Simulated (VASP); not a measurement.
Set up this calculation in VASP 6.6.1, as the native input.

- Task: single point
- Functional: PBE
- Potentials or basis: VASP PAW PBE potentials, release 64 (Ca_sv)
- Cutoff: 520 eV
- k mesh: 16 × 16 × 16
- Occupations: gaussian, width 0.15 eV
- Spin: no spin polarisation
- Dipole correction: no
- Further INCAR settings: ALGO = Fast; EDIFF = 1e-06; NBANDS = 11

The structure of Ca lies in POSCAR:

```
Ca
1.0
   -2.2706887450      2.2706887450      2.1798611952
    2.2706887450     -2.2706887450      2.1798611952
    2.2706887450      2.2706887450     -2.1798611952
Ca
1
Direct
    0.0000000000      0.0000000000      0.0000000000
```

This cell differs from its parent crystal: ratio of the length along z to the lengths across it x 0.96, volume and fractional coordinates fixed.

These files were run (other wordings do the same):

INCAR

```
SYSTEM = Ca
ALGO = Fast
EDIFF = 1E-6
ENCUT = 520
GGA = PE
ISIF = 2
ISMEAR = 0
LASPH = .True.
LCHARG = .True.
LELF = .True.
LREAL = .False.
LVHAR = .True.
LWAVE = .False.
NBANDS = 11
NELM = 80
PREC = Accurate
SIGMA = 0.15
```

KPOINTS

```
k-points
0
Gamma
  16 16 16
  0 0 0
```

Potentials or basis: VASP PAW PBE potentials, release 64 (Ca_sv).

The run is started by

```bash
$ cat potpaw_PBE.64/Ca_sv/POTCAR > POTCAR
$ mpirun -np 1 vasp_std > vasp.out
```

It gave:

* Pressure: -1.0 GPa
* Band gap on the k mesh: zero (band 5 reaches 2.08 eV, above the bottom of band 6 at 1.60 eV)

It took 80 s on 1 thread of Intel(R) Xeon(R) 6975P-C (Granite Rapids), on a shared host, peak memory 0.29 GiB.
